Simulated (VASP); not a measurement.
Write the native input for VASP 6.6.1 that does the following.

```yaml
Task: electric field gradients
Functional: PBE
Potentials_or_basis: VASP PAW PBE potentials, release 64 (Hf_pv, O)
Cutoff: 520 eV
k_mesh: 9 × 9 × 9
Occupations: fermi-dirac, width 0.01 eV
Spin: no spin polarisation
Dipole_correction: no
Further_INCAR_settings: ALGO = Normal; EDIFF = 1e-08; NBANDS = 18
```

The structure of HfO2 lies in POSCAR:

```
HfO2
1.0
    0.0000000000      2.5575000000      2.5063500000
    2.5575000000      0.0000000000      2.5063500000
    2.5575000000      2.5575000000      0.0000000000
Hf O
1 2
Direct
    0.0000000000      0.0000000000      0.0000000000
    0.2500000000      0.2500000000      0.2500000000
    0.7500000000      0.7500000000      0.7500000000
```

This cell differs from its parent crystal: zz strain of -2 %.

One way to write it, as run:

INCAR

```
PREC     = Accurate       # precision mode
ENCUT    = 520            # plane-wave cutoff, eV
EDIFF    = 1E-8           # SCF threshold, eV
ISMEAR   = -1             # smearing method
SIGMA    = 0.01           # smearing width, eV
LREAL    = F              # projectors in reciprocal space
LASPH    = T              # aspherical terms in the spheres
NELM     = 80             # most SCF steps
ALGO     = Normal         # electronic algorithm
ISIF     = 2              # what is computed and relaxed
LWAVE    = F              # write WAVECAR
LCHARG   = F              # write CHGCAR
GGA      = PE             # functional
LEFG     = T            
NBANDS   = 18             # bands
```

KPOINTS

```
regular mesh
0
Gamma
  9 9 9
```

Potentials or basis: VASP PAW PBE potentials, release 64 (Hf_pv, O).

The run is started by

```console
$ cat potpaw_PBE.64/Hf_pv/POTCAR potpaw_PBE.64/O/POTCAR > POTCAR
$ mpirun -np 1 vasp_std > vasp.out
```

It gave:

```yaml
Pressure: -1.2 GPa
Band_gap_on_the_k_mesh: 3.66 eV (least direct gap 3.85 eV)
Largest_electric_field_gradient_by_atom: Hf +19.4; O -7.2 V/Å²
```

Caveat: the cell differs from its parent crystal (zz strain of -2 %); without QUAD_EFG the Cq values of the log hold for a quadrupole moment of 1 mb, not for the nuclei; spin-orbit coupling is left out, which moves the levels of the heavy elements; an odd mesh through Γ misses points on the zone boundary, where band edges can lie.

Wall time 100 s on 1 thread of Intel Xeon 8259CL, with other jobs on the host, peak memory 0.18 GiB.
